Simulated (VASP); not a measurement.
Runs of VASP 6.6.1 on Ru. The structure is that of space group P6_3/mmc (No. 194), or close to it. The cells are those of the table. 

| cell | k mesh | gap on the mesh (eV) | pressure (GPa) |
| --- | --- | --- | --- |
| a = 2.664, b = 2.664, c = 8.554 Å, angles 90.0, 90.0, 120.0°, 4 atoms | 15 × 15 × 4 | none | (a) |
| a = 2.591, b = 2.591, c = 8.320 Å, angles 90.0, 90.0, 120.0°, 4 atoms | 15 × 15 × 4 | none | (b) |
| a = 2.664, b = 2.664, c = 8.554 Å, angles 90.0, 90.0, 120.0°, 4 atoms | 13 × 13 × 4 | none | 1.0 |
| a = 2.699, b = 2.699, c = 8.667 Å, angles 90.0, 90.0, 120.0°, 4 atoms | 15 × 15 × 4 | none | -12.2 |
| a = 2.553, b = 2.553, c = 8.198 Å, angles 90.0, 90.0, 120.0°, 4 atoms | 15 × 15 × 4 | none | 64.1 |
| a = 2.628, b = 2.628, c = 8.439 Å, angles 90.0, 90.0, 120.0°, 4 atoms | 15 × 15 × 4 | none | 17.3 |

Alike in all rows: task single point; level LDA; potentials or basis VASP PAW LDA potentials, release 64 (Ru_pv); no spin polarisation; cutoff (eV) 520; smearing fermi-dirac 0.1 eV.

Q: Fill in the values left out.

A: (a) 0.8; (b) 38.0.

A k mesh can miss the band edges, and the runs leave out spin-orbit coupling on Ru.

A gap of «none» marks levels without a gap at the run's occupations.
